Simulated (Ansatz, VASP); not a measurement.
This is a calculation of LiCl for Ansatz 0.2.0.

input.yaml

```yaml
crystal:
  lattice:
    - [0.0, 2.5391223, 2.56477]
    - [2.5391223, 0.0, 2.56477]
    - [2.5391223, 2.5391223, 0.0]
  atoms:
    - { symbol: Cl, position: [0.5, 0.5, 0.5] }
    - { symbol: Li, position: [0.0, 0.0, 0.0] }
hamiltonian:
  xc: pbesol
  pseudopotentials: { kind: paw }
kpoints:
  mp_grid: { grid: [8, 8, 8] }
scf:
  occupations: { method: fermi_dirac, width: 0.05 }
output:
  forces: true
  stress: true
  eigenvalues: true
```

Potentials or basis: Ansatz PAW.

The run is started by

```sh
$ ansatz run input.yaml --threads 1 --pin off --max-ram 3584MiB --backend cpu --events-out ev --progress --plain --runs-dir out
```

Task: Translate it to VASP 6.6.1. Potentials there: VASP PAW PBE potentials, release 64 (Cl, Li_sv).

Result: As run (the cutoff follows the program's own potentials):

The input INCAR:

```
  PREC = Accurate
  ENCUT = 750
  EDIFF = 1E-6
  ISMEAR = -1
  SIGMA = 0.05
  LREAL = F
  LASPH = T
  NELM = 120
  ALGO = Normal
  ISIF = 2
  LWAVE = F
  LCHARG = T
  GGA = PS
  LELF = T
  LVHAR = T
  NBANDS = 12
  GGA_COMPAT = F
```

The input KPOINTS:

```
regular mesh
0
Gamma
  8 8 8
```

The input POSCAR:

```
LiCl
1.0
    0.0000000000      2.5391223000      2.5647700000
    2.5391223000      0.0000000000      2.5647700000
    2.5391223000      2.5391223000      0.0000000000
Cl Li
1 1
Direct
    0.5000000000      0.5000000000      0.5000000000
    0.0000000000      0.0000000000      0.0000000000
```

Potentials or basis: VASP PAW PBE potentials, release 64 (Cl, Li_sv).

The run is started by

```console
$ cat potpaw_PBE.64/Cl/POTCAR potpaw_PBE.64/Li_sv/POTCAR > POTCAR
$ mpirun -np 1 vasp_std > vasp.out
```

Both were run:

|  | VASP | Ansatz | Ansatz less VASP |
| --- | --- | --- | --- |
| gap on the k mesh at the Fermi level (eV) | 6.23 | 6.22 | -0.003 |
| least direct gap on the mesh (eV) | 6.23 | 6.22 | -0.003 |
| pressure (GPa) | -0.7 | -0.6 | +0.06 |
| traceless stress, the component that is largest in VASP (GPa) | -0.25 | -0.25 | +0.003 |

VASP's potentials were made for PBE, not for PBEsol. With one functional, cell and mesh, what is left measures potentials, basis and numerics.
